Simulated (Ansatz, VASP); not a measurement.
**Mg2CdN2 in VASP and in Ansatz**

```
Mg Cd N
1.0
     3.55288    0.00000    0.00000
    -1.77644    3.07689    0.00000
     0.00000    0.00000    5.98383
Mg Cd N
2 1 2
Direct
  0.66667 0.33333 0.15344
  0.33333 0.66667 0.84656
  0.00000 0.00000 0.50000
  0.66667 0.33333 0.77223
  0.33333 0.66667 0.22777
```

Alike in both runs: task single point; functional PBE; k mesh 12 × 12 × 6; occupations gaussian, width 0.03 eV; no spin polarisation.

|  | VASP | Ansatz |
| --- | --- | --- |
| version | VASP 6.6.1 | Ansatz 0.2.0 |
| potentials or method | VASP PAW PBE potentials, release 64 (Mg, Cd, N), cutoff 520 eV | scalar-relativistic, plane waves, PAW |
| valence electrons in the cell | 26 | 50 |

|  | VASP | Ansatz | Ansatz less VASP |
| --- | --- | --- | --- |
| gap on the k mesh at the Fermi level (eV) | 0.32 | 0.33 | +0.009 |
| least direct gap on the mesh (eV) | 0.68 | 0.68 | +0.002 |
| pressure (GPa) | -0.3 | -0.3 | -0.07 |
| rms of the force components (eV/Å) | 0.010 | 0.019 | +0.0092 |

Atom by atom the forces differ by 0.017 eV/Å (rms over components). With one functional, cell and mesh, what is left measures potentials, basis and numerics. VASP's potentials hold 26 valence electrons a cell and Ansatz's 50, so a difference there can come from the potentials and not from the codes.
